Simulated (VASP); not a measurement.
# CdSe (P6_3mc) in VASP: a series of runs

Runs on CdSe. Level: PBE. Tasks: single point.

All numbers are computed with VASP 6.6.1; they aren't measurements. Logs are shortened: lines on timing, memory, paths and dates and some standing lists are left out, and cuts for length are marked.

## Step 1: The cell of the first run

The structure is hexagonal, space group P6_3mc (No. 186). The conventional cell has a = 4.406 Å, b = 4.406 Å, c = 7.366 Å, α = 90.00°, β = 90.00°, γ = 120.00°. Within 3.6 Å of Cd (site symmetry 3m) lie 4 Se at 2.71 to 2.76 Å. Within 3.6 Å of Se (site symmetry 3m) lie 4 Cd at 2.71 to 2.76 Å.

## Step 2: Single point, PBE (strain +0.025 along x and y, +0.050 along z)

Input file INCAR:

```
PREC     = Accurate       # precision mode
ENCUT    = 520            # plane-wave cutoff, eV
EDIFF    = 1E-6           # SCF threshold, eV
ISMEAR   = 0              # smearing method
SIGMA    = 0.05           # smearing width, eV
LREAL    = False          # projectors in reciprocal space
LASPH    = True           # aspherical terms in the spheres
NELM     = 100            # most SCF steps
ALGO     = Normal         # electronic algorithm
ISIF     = 2              # what is computed and relaxed
LWAVE    = False          # write WAVECAR
LCHARG   = True           # write CHGCAR
GGA      = PE             # functional
LELF     = True           # ELF
LVHAR    = True         
NBANDS   = 26             # bands
```

Input file KPOINTS:

```
Automatic mesh
0
Gamma
  6 6 4
```

Input file POSCAR:

```
CdSe
1.0
    4.4059624121      0.0000000000      0.0000000000
   -2.2029812060      3.8156753770      0.0000000000
    0.0000000000      0.0000000000      7.3659600000
Cd Se
2 2
Direct
    0.6666666667      0.3333333333      0.0000000000
    0.3333333333      0.6666666667      0.5000000000
    0.6666666667      0.3333333333      0.3750000000
    0.3333333333      0.6666666667      0.8750000000
```

Potentials or basis: VASP PAW PBE potentials, release 64 (Cd, Se).

The run is started by

```sh
$ cat potpaw_PBE.64/Cd/POTCAR potpaw_PBE.64/Se/POTCAR > POTCAR
$ mpirun -np 1 vasp_std > vasp.out
```

OUTCAR:

```text
PREC = Accurate
   ENCUT = 520
   EDIFF = 1E-6
   ISMEAR = 0
   LREAL = False
   LASPH = True
   NELM = 100
   ISIF = 2
   GGA = PE

 ion  position               nearest neighbor table
   1  0.667  0.333  0.000-   4 2.71   4 2.71   4 2.71   3 2.76
   2  0.333  0.667  0.500-   3 2.71   3 2.71   3 2.71   4 2.76
   3  0.667  0.333  0.375-   2 2.71   2 2.71   2 2.71   1 2.76
   4  0.333  0.667  0.875-   1 2.71   1 2.71   1 2.71   2 2.76

  LATTYP: Found a hexagonal cell.
 ALAT       =     4.4059624121
 C/A-ratio  =     1.6718163504

  Lattice vectors:

 A1 = (   4.4059624121,   0.0000000000,   0.0000000000)
 A2 = (  -2.2029812060,   3.8156753770,   0.0000000000)
 A3 = (   0.0000000000,   0.0000000000,   7.3659600000)

Analysis of symmetry for initial positions (statically):
=====================================================================
 Subroutine PRICEL returns:
 Original cell was already a primitive cell.

 Routine SETGRP: Setting up the symmetry group for a
 hexagonal supercell.

 Subroutine GETGRP returns: Found 12 space group operations
 (whereof  6 operations were pure point group operations)
 out of a pool of 24 trial point group operations.

The static configuration has the point symmetry C_3v.
 The point group associated with its full space group is C_6v.

Analysis of symmetry for dynamics (positions and initial velocities):
=====================================================================
 Subroutine PRICEL returns:
 Original cell was already a primitive cell.

 Routine SETGRP: Setting up the symmetry group for a
 hexagonal supercell.

 Subroutine GETGRP returns: Found 12 space group operations
 (whereof  6 operations were pure point group operations)
 out of a pool of 24 trial point group operations.

The dynamic configuration has the point symmetry C_3v.
 The point group associated with its full space group is C_6v.

 Subroutine INISYM returns: Found 12 space group operations
 (whereof  6 operations are pure point group operations),
 and found     1 'primitive' translations

----------------------------------------------------------------------------------------

                                     Primitive cell

  volume of cell :     123.8345

  direct lattice vectors                    reciprocal lattice vectors
     4.405962412  0.000000000  0.000000000     0.226965168  0.131038401  0.000000000
    -2.202981206  3.815675377  0.000000000     0.000000000  0.262076802  0.000000000
     0.000000000  0.000000000  7.365960000     0.000000000  0.000000000  0.135759629

[... 84 lines left out ...]
   LREAL  =      F    real-space projection
   EDIFFG = 0.1E-04   stopping-criterion for IOM
   NSW    =      0    number of steps for IOM
   IBRION =     -1    ionic relax: 0-MD 1-quasi-New 2-CG
   NFREE  =      0    steps in history (QN), initial steepest desc. (CG)
   ISIF   =      2    stress and relaxation
   ISYM   =      2    0-nonsym 1-usesym 2-fastsym
   POTIM  = 0.5000    time-step for ionic-motion
   TEBEG  =    0.0;   TEEND  =   0.0 temperature during run
   PSTRESS=    0.0 pullay stress
   NELECT =      36.0000    total number of electrons
   NUPDOWN=      -1.0000    fix difference up-down
   EMIN   =  10.00;   EMAX   =-10.00  energy-range for DOS
   EFERMI =   0.00;   METHOD = LEGACY
   ISMEAR =     0;   SIGMA  =   0.05  broadening in eV -4-tet -1-fermi 0-gaus
   EFERMI_NEDOS =   21; number of points for ismear=-14 and -15
   IALGO  =     38    algorithm
   IMIX   =      4    mixing-type and parameters
     AMIX     =   0.40;   BMIX     =  1.00
     AMIX_MAG =   1.60;   BMIX_MAG =  1.00
  volume/ion in A,a.u.               =      30.96       208.92
  Fermi-wavevector in a.u.,A,eV,Ry     =   1.084497  2.049403 16.002280  1.176134
  Thomas-Fermi vector in A             =   2.220589
   LORBIT       =      0    0 simple, 1 ext, 2 COOP (PROOUT), +10 PAW based schemes
   GGA     = PE    functional components
   LHFCALC =     F    Hartree Fock is set to
   AEXX    =    0.0000 exact exchange contribution
   IVDW    =     0    specifies the selected vdW correction
   LEPSILON=     F    determine dielectric tensor
   LRPA    =     F    only Hartree local field effects (RPA)
 non-spin polarized calculation
 Gauss-broadening in eV      SIGMA  =   0.05
  energy-cutoff  :      520.00
  volume of cell :      123.83
 maximum number of plane-waves:      3357
 NGX is ok and might be reduce to    36
   NGX = 17   NGY = 17   NGZ = 27

 number of electron      36.0000011 magnetization

 Free energy of the ion-electron system (eV)
  ---------------------------------------------------
  ext. energy  EPLUGINS =         0.00000000
  ---------------------------------------------------
  free energy    TOTEN  =       -10.96423911 eV

  energy without entropy =      -10.96423911  energy(sigma->0) =      -10.96423911

 E-fermi :   0.4784     XC(G=0):  -8.4514

 val. band max:        0.2566566532   @ k =   0.0000   0.0000   0.0000
 cond. band min:       0.6924566748   @ k =   0.0000   0.0000   0.0000
 fundamental gap:      0.4358000216
 Fermi energy:         0.4784395650

 k-point     1 :       0.0000    0.0000    0.0000
  band No.  band energies     occupation
      1     -11.8750      2.00000
      2     -11.5936      2.00000
      3      -7.4277      2.00000
      4      -7.4277      2.00000
      5      -7.4167      2.00000
      6      -7.3804      2.00000
[... 598 lines left out ...]
     25       8.7623      0.00000
     26       8.7623      0.00000

------------------------ aborting loop because EDIFF is reached ----------------------------------------

  FORCE on cell =-STRESS in cart. coord.  units (eV):
  Direction    XX          YY          ZZ          XY          YZ          ZX
  --------------------------------------------------------------------------------------
  -------------------------------------------------------------------------------------
  Total       -0.6887573     -0.6887573     -1.8017380     -0.0000000     -0.0000000      0.0000000
  in kB       -8.9111802     -8.9111802    -23.3109865     -0.0000000     -0.0000000      0.0000000
  external PRESSURE =     -13.7111156 kB  Pullay stress =       0.0000000 kB

 VOLUME and BASIS-vectors are now :
 -----------------------------------------------------------------------------
  energy-cutoff  :      520.00
  volume of cell :      123.83
      direct lattice vectors                 reciprocal lattice vectors
     4.405962412  0.000000000  0.000000000     0.226965168  0.131038401  0.000000000
    -2.202981206  3.815675377  0.000000000     0.000000000  0.262076802  0.000000000
     0.000000000  0.000000000  7.365960000     0.000000000  0.000000000  0.135759629

 POSITION                                       TOTAL-FORCE (eV/Angst)
 -----------------------------------------------------------------------------------
      2.20298      1.27189      0.00000         0.000000     -0.000000      0.078507
     -0.00000      2.54378      3.68298        -0.000000      0.000000      0.078507
      2.20298      1.27189      2.76223         0.000000      0.000000     -0.078507
     -0.00000      2.54378      6.44522        -0.000000     -0.000000     -0.078507
 -----------------------------------------------------------------------------------
    total drift:                               -0.000000     -0.000000     -0.000702

  FREE ENERGIE OF THE ION-ELECTRON SYSTEM (eV)
  ---------------------------------------------------
  free  energy   TOTEN  =       -10.9642391057 eV

  energy  without entropy=      -10.9642391057  energy(sigma->0) =      -10.96423911
```

OSZICAR:

```text
N       E                     dE             d eps       ncg     rms          rms(c)
DAV:   1     0.233496850790E+03    0.23350E+03   -0.16755E+04  1100   0.123E+03
DAV:   2     0.955446968759E+00   -0.23254E+03   -0.22574E+03  1202   0.301E+02
DAV:   3    -0.116410731606E+02   -0.12597E+02   -0.12507E+02  1294   0.696E+01
DAV:   4    -0.117549852206E+02   -0.11391E+00   -0.11380E+00  1208   0.616E+00
DAV:   5    -0.117557005813E+02   -0.71536E-03   -0.71534E-03  1238   0.480E-01    0.723E+00
DAV:   6    -0.109941142064E+02    0.76159E+00   -0.13178E+00  1180   0.103E+01    0.590E+00
DAV:   7    -0.109632539477E+02    0.30860E-01   -0.44409E-01  1146   0.332E+00    0.255E+00
DAV:   8    -0.109638555846E+02   -0.60164E-03   -0.35876E-02  1144   0.183E+00    0.344E-01
DAV:   9    -0.109639239580E+02   -0.68373E-04   -0.56794E-03  1198   0.791E-01    0.839E-02
DAV:  10    -0.109641606287E+02   -0.23667E-03   -0.73148E-04  1140   0.267E-01    0.696E-02
DAV:  11    -0.109642511480E+02   -0.90519E-04   -0.22194E-04  1126   0.808E-02    0.236E-02
DAV:  12    -0.109642377445E+02    0.13404E-04   -0.29149E-05  1178   0.474E-02    0.814E-03
DAV:  13    -0.109642389028E+02   -0.11583E-05   -0.11104E-05  1130   0.141E-02    0.843E-03
DAV:  14    -0.109642391057E+02   -0.20294E-06   -0.25418E-07   826   0.334E-03
   1 F= -.10964239E+02 E0= -.10964239E+02  d E =-.328122E-11
```

stdout:

```text
POSCAR found type information on POSCAR CdSe
 POSCAR found :  2 types and       4 ions
 scaLAPACK will be used
 LDA part: xc-table for (Slater+PW92), standard interpolation
 POSCAR, INCAR and KPOINTS ok, starting setup
 FFT: planning ... GRIDC
 FFT: planning ... GRID_SOFT
 FFT: planning ... GRID
 WAVECAR not read
 entering main loop
```

It took 30 s on 1 thread of Intel Xeon 6975P-C (Granite Rapids), shared host; peak memory 0.27 GiB.

Results:

```yaml
Free_energy: -10.9642 eV
Pressure: -1.4 GPa
Largest_force: 0.079 eV/Å
Band_gap_on_the_k_mesh: 0.44 eV, direct
```

Forces in eV/Å, atoms in the order of the input:
```
Cd   0.000  0.000  0.079
Cd   0.000  0.000  0.079
Se   0.000  0.000 -0.079
Se   0.000  0.000 -0.079
```

Levels at points of the mesh, in eV from the valence-band top:
| k point | band 14 | band 15 | band 16 | band 17 | band 18 | band 19 | band 20 | band 21 | band 22 | band 23 |
| --- | --- | --- | --- | --- | --- | --- | --- | --- | --- | --- |
| (0.00, 0.00, 0.00) | -0.59 | -0.59 | -0.11 | 0.00 | 0.00 | 0.44 | 2.18 | 5.89 | 5.91 | 5.91 |
| (0.50, 0.00, 0.00) | -3.33 | -2.27 | -1.53 | -1.13 | -0.66 | 2.94 | 3.36 | 4.69 | 5.63 | 6.44 |
| (0.00, 0.00, 0.50) | -2.49 | -0.31 | -0.31 | -0.31 | -0.31 | 2.18 | 2.18 | 5.61 | 5.61 | 6.28 |
| (0.50, 0.00, 0.50) | -3.78 | -1.22 | -1.22 | -1.12 | -1.12 | 2.80 | 2.80 | 4.78 | 4.78 | 7.41 |

Caveat: the cell differs from its parent crystal (strain +0.025 along x and y, +0.050 along z).

## Step 3: Single point, PBE (strain +0.050 along x and y, +0.025 along z)

Input file INCAR:

```
SYSTEM = CdSe
ALGO = Normal
EDIFF = 1E-7
ENCUT = 520
GGA = PE
ISIF = 2
ISMEAR = 0
LASPH = .True.
LCHARG = .True.
LELF = .True.
LREAL = .False.
LVHAR = .True.
LWAVE = .False.
NBANDS = 26
NELM = 60
PREC = Accurate
SIGMA = 0.05
```

Input file KPOINTS:

```
k-points
0
Gamma
  6 6 4
  0 0 0
```

Input file POSCAR:

```
CdSe
1.0
    4.5134249099      0.0000000000      0.0000000000
   -2.2567124550      3.9087406301      0.0000000000
    0.0000000000      0.0000000000      7.1905800000
Cd Se
2 2
Direct
    0.6666666667      0.3333333333      0.0000000000
    0.3333333333      0.6666666667      0.5000000000
    0.6666666667      0.3333333333      0.3750000000
    0.3333333333      0.6666666667      0.8750000000
```

Potentials or basis: VASP PAW PBE potentials, release 64 (Cd, Se).

The run is started by

```sh
$ cat potpaw_PBE.64/Cd/POTCAR potpaw_PBE.64/Se/POTCAR > POTCAR
$ mpirun -np 1 vasp_std > vasp.out
```

Run time: 36 s. Hardware: 1 thread of Intel Xeon 6975P-C (Granite Rapids), shared host; peak memory 0.28 GiB.

It converged, with:

```
Free energy            : -10.9277 eV
Pressure               : -2.2 GPa
Largest force          : 0.127 eV/Å
Band gap on the k mesh : 0.42 eV, direct
```

Forces on the atoms (eV/Å):
```
Cd   0.000  0.000 -0.127
Cd   0.000  0.000 -0.127
Se   0.000  0.000  0.127
Se   0.000  0.000  0.127
```

Stress tensor (GPa, compression positive):
```
-2.73  0.00  0.00
 0.00 -2.73  0.00
 0.00  0.00 -1.17
```

Levels at points of the mesh, in eV from the valence-band top:
| k point | band 16 | band 17 | band 18 | band 19 | band 20 | band 21 |
| --- | --- | --- | --- | --- | --- | --- |
| (0.00, 0.00, 0.00) | 0.00 | 0.00 | 0.00 | 0.42 | 1.99 | 5.76 |
| (0.50, 0.00, 0.00) | -1.52 | -1.06 | -0.56 | 2.99 | 3.24 | 4.87 |
| (0.00, 0.00, 0.50) | -0.35 | -0.35 | -0.35 | 2.13 | 2.13 | 5.74 |
| (0.50, 0.00, 0.50) | -1.08 | -1.05 | -1.05 | 2.87 | 2.87 | 4.85 |

Caveat: the cell differs from its parent crystal (strain +0.050 along x and y, +0.025 along z).

(Continued in part 2 of 2.)
